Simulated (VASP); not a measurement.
**BN: single point with PBE**

BN:

```
B N
1.0
     7.46503    0.00000    0.00000
    -3.73252    6.46491    0.00000
     0.00000    0.00000    6.49548
B N
18 18
Direct
  0.11120 0.22214 0.25000
  0.22214 0.11120 0.75000
  0.11120 0.55547 0.25000
  0.22214 0.44453 0.75000
  0.11120 0.88880 0.25000
  0.22214 0.77786 0.75000
  0.44453 0.22214 0.25000
  0.55547 0.11120 0.75000
  0.44453 0.55547 0.25000
  0.55547 0.44453 0.75000
  0.44453 0.88880 0.25000
  0.55547 0.77786 0.75000
  0.77786 0.22214 0.25000
  0.88880 0.11120 0.75000
  0.77786 0.55547 0.25000
  0.88880 0.44453 0.75000
  0.77786 0.88880 0.25000
  0.88880 0.77786 0.75000
  0.11141 0.22193 0.75000
  0.22193 0.11141 0.25000
  0.11141 0.55526 0.75000
  0.22193 0.44474 0.25000
  0.11141 0.88859 0.75000
  0.22193 0.77807 0.25000
  0.44474 0.22193 0.75000
  0.55526 0.11141 0.25000
  0.44474 0.55526 0.75000
  0.55526 0.44474 0.25000
  0.44474 0.88859 0.75000
  0.55526 0.77807 0.25000
  0.77807 0.22193 0.75000
  0.88859 0.11141 0.25000
  0.77807 0.55526 0.75000
  0.88859 0.44474 0.25000
  0.77807 0.88859 0.75000
  0.88859 0.77807 0.25000
```

```yaml
Program: VASP 6.6.1
Task: single point
Functional: PBE
Potentials_or_basis: VASP PAW PBE potentials, release 64 (B, N)
Cutoff: 520 eV
k_mesh: 1 × 1 × 1, shifted
Occupations: gaussian, width 0.01 eV
Spin: no spin polarisation
Dipole_correction: no
Further_INCAR_settings: LREAL = Auto; ALGO = Normal; EDIFF = 1e-06; NBANDS = 96
```

- Pressure: 8.8 GPa
- Largest force: 0.216 eV/Å
- Band gap on the k mesh: 4.80 eV

Forces on the atoms (eV/Å):
```
B   -0.187  0.108  0.000
B    0.187 -0.108  0.000
B   -0.187  0.108  0.000
B    0.187 -0.108  0.000
B   -0.187  0.108  0.000
B    0.187 -0.108  0.000
B   -0.187  0.108  0.000
B    0.187 -0.108  0.000
B   -0.187  0.108  0.000
B    0.187 -0.108  0.000
B   -0.187  0.108  0.000
B    0.187 -0.108  0.000
B   -0.187  0.108  0.000
B    0.187 -0.108  0.000
B   -0.187  0.108  0.000
B    0.187 -0.108  0.000
B   -0.187  0.108  0.000
B    0.187 -0.108  0.000
N   -0.187  0.108  0.000
N    0.187 -0.108  0.000
N   -0.187  0.108  0.000
N    0.187 -0.108  0.000
N   -0.187  0.108  0.000
N    0.187 -0.108  0.000
N   -0.187  0.108  0.000
N    0.187 -0.108  0.000
N   -0.187  0.108  0.000
N    0.187 -0.108  0.000
N   -0.187  0.108  0.000
N    0.187 -0.108  0.000
N   -0.187  0.108  0.000
N    0.187 -0.108  0.000
N   -0.187  0.108  0.000
N    0.187 -0.108  0.000
N   -0.187  0.108  0.000
N    0.187 -0.108  0.000
```

Stress tensor (GPa, compression positive):
```
11.66 -0.58  0.00
-0.58 10.99  0.00
 0.00  0.00  3.64
```

Levels at points of the mesh, in eV from the valence-band top:
```tsv
k point	band 69	band 70	band 71	band 72	band 73	band 74	band 75	band 76
(0.25, 0.25, 0.25)	-0.40	-0.33	-0.33	0.00	4.80	4.89	4.89	5.53
```

Wall time 4.2 min on 1 thread of Intel Xeon 8259CL (shared host), peak memory 0.37 GiB.

Caveat: the stress differs along the axes, from 4 to 12 GPa; a shifted mesh leaves out Γ, where band edges can lie; this functional lacks dispersion, which binds layers or chains, so the pressure and a relaxed spacing across them are unreliable. A k mesh can miss the band edges.
